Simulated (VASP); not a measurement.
A run of VASP 6.6.1 is set up as follows.

INCAR

```
SYSTEM = C
ALGO     = Normal         ! electronic algorithm
EDIFF    = 1E-6           ! SCF threshold, eV
ENCUT    = 520            ! plane-wave cutoff, eV
GGA      = PE             ! functional
ISIF     = 2              ! what is computed and relaxed
ISMEAR   = 0              ! smearing method
LASPH    = .TRUE.         ! aspherical terms in the spheres
LCHARG   = .FALSE.        ! write CHGCAR
LREAL    = .FALSE.        ! projectors in reciprocal space
LWAVE    = .FALSE.        ! write WAVECAR
NBANDS   = 26             ! bands
NELM     = 100            ! most SCF steps
PREC     = Accurate       ! precision mode
SIGMA    = 0.05           ! smearing width, eV
```

File KPOINTS:

```
k-points
0
G
  6 6 6
  0 0 0
```

The input POSCAR:

```
C
1.0
    3.5668000000      0.0000000000      0.0000000000
    0.0000000000     -3.5668000000      0.0000000000
    0.0000000000      0.0000000000     -3.5668000000
C
8
Direct
    0.5000000000      0.0000000000     -0.0756981047
    0.0000000000      0.5000000000      0.0000000000
    0.0000000000      0.0000000000      0.5000000000
    0.5000000000      0.5000000000      0.5000000000
    0.7500000000      0.7500000000      0.7500000000
    0.2500000000      0.2500000000      0.7500000000
    0.2500000000      0.7500000000      0.2500000000
    0.7500000000      0.2500000000      0.2500000000
```

Potentials or basis: VASP PAW PBE potentials, release 64 (C).

The run is started by

```bash
$ cat potpaw_PBE.64/C/POTCAR > POTCAR
$ mpirun -np 1 vasp_std > vasp.out
```

Question: What does it give for the largest force?

Answer: 11.217 eV/Å.

Question: Estimate the pressure.

Answer: 9.8 GPa.

Question: Predict the band gap on the k mesh.

Answer: 2.16 eV, direct.

Forces on the atoms (eV/Å):
```
C     0.000   0.000 -11.217
C     0.000   0.000  -1.516
C     0.000   0.000   1.764
C     0.000   0.000   1.764
C     1.521   1.521   2.894
C    -1.521  -1.521   2.894
C     0.188  -0.188   1.709
C    -0.188   0.188   1.709
```

Caveat: the cell differs from its parent crystal (atom 1 (C) moved +0.270 Å along Cartesian [0 0 1]); forces of over 1 eV/Å act on the atoms, so gaps and moduli don't describe the material at rest. A k mesh can miss the band edges.
